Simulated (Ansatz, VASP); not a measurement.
# One calculation of SiC, two programs

File INCAR:

```
SYSTEM = SiC
ALGO = Normal ; EDIFF = 1E-7
ENCUT = 520 ; GGA = PS
ISIF = 2 ; ISMEAR = 0
LASPH = .TRUE. ; LCHARG = .FALSE.
LREAL = .FALSE. ; LWAVE = .FALSE.
NBANDS = 11 ; NELM = 80
PREC = Accurate ; SIGMA = 0.02
```

File KPOINTS:

```
k-points
0
G
  12 12 12
  0 0 0
```

Contents of POSCAR:

```
SiC
1.0
    0.0000000000      2.1691302400      2.1691302400
    2.1691302400      0.0000000000      2.1691302400
    2.1691302400      2.1691302400      0.0000000000
Si C
1 1
Direct
    0.0000000000      0.0000000000      0.0000000000
    0.7500000000      0.7500000000      0.7500000000
```

Input for Ansatz:

```yaml
crystal:
  lattice:
    - [0.0, 2.16913024, 2.16913024]
    - [2.16913024, 0.0, 2.16913024]
    - [2.16913024, 2.16913024, 0.0]
  atoms:
    - { symbol: Si, position: [0.0, 0.0, 0.0] }
    - { symbol: C, position: [0.75, 0.75, 0.75] }
basis:
  ecutwfc: 420
kpoints:
  mp_grid: { grid: [12, 12, 12] }
hamiltonian:
  xc: pbesol
scf:
  occupations: { method: gaussian, width: 0.02 }
output:
  forces: true
  stress: true
  eigenvalues: true
```

Alike in both runs: task single point; functional PBEsol; k mesh 12 × 12 × 12; occupations gaussian, width 0.02 eV; no spin polarisation.

|  | VASP | Ansatz |
| --- | --- | --- |
| version | VASP 6.6.1 | Ansatz 0.2.0 |
| potentials or method | VASP PAW PBE potentials, release 64 (Si, C), cutoff 520 eV | scalar-relativistic, plane waves, PAW |
| valence electrons in the cell | 8 | 8 |

|  | VASP | Ansatz | Ansatz less VASP |
| --- | --- | --- | --- |
| gap on the k mesh at the Fermi level (eV) | 1.22 | 1.23 | +0.010 |
| least direct gap on the mesh (eV) | 4.46 | 4.47 | +0.010 |
| pressure (GPa) | 3.3 | 2.9 | -0.36 |

VASP's potentials were made for PBE, not for PBEsol. The functional is the same, so the differences come from potentials, cutoffs and numerics.
